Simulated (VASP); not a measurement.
Wanted: the native input for a VASP 6.6.1 run.

```yaml
Task: single point
Functional: revPBE
Potentials_or_basis: VASP PAW PBE potentials, release 64 (Ni_sv_GW)
Cutoff: 690 eV
k_mesh: 12 × 12 × 7
Occupations: fermi-dirac, width 0.05 eV
Spin: collinear spin, ferromagnetic start
Starting_moments: "[1.0, 1.0] μB"
Dipole_correction: no
Further_INCAR_settings: ALGO = Normal; EDIFF = 1e-06; NBANDS = 29
```

The structure of Ni lies in POSCAR:

```
Ni
1.0
    2.4480228978      0.0000000000      0.0000000000
   -1.2240114489      2.1200500186      0.0000000000
    0.0000000000      0.0000000000      4.0728075700
Ni
2
Direct
    0.6666666667      0.3333333333      0.7500000000
    0.3333333333      0.6666666667      0.2500000000
```

This isn't the form of Ni at room conditions, which is fcc.

These files were run (other wordings do the same):

INCAR

```
PREC = Accurate
ENCUT = 690
EDIFF = 1E-6
ISMEAR = -1
SIGMA = 0.05
LREAL = False
LASPH = True
NELM = 200
ALGO = Normal
ISIF = 2
LWAVE = False
LCHARG = False
ISPIN = 2
MAGMOM = 1 1
LORBIT = 11
LMAXMIX = 4
GGA = RE
NBANDS = 29
GGA_COMPAT = False
```

KPOINTS

```
regular mesh
0
Gamma
  12 12 7
```

Potentials or basis: VASP PAW PBE potentials, release 64 (Ni_sv_GW).

Launch:

```bash
$ cat potpaw_PBE.64/Ni_sv_GW/POTCAR > POTCAR
$ mpirun -np 1 vasp_std > vasp.out
```

It gave:

```
Pressure                                              : 10.4 GPa
Net moment                                            : 1.31 μB per cell
Site moments                                          : Ni +0.69 μB
Valence electrons inside the program's atomic spheres : Ni 16.37
```

Caveat: the cell stands under pressure; the PAW data sets were made with another functional, which shifts forces and pressure a little.

It took 3 min on 1 thread of AMD EPYC 7R13 Processor (Zen 3), with other jobs on the host, peak memory 0.22 GiB.
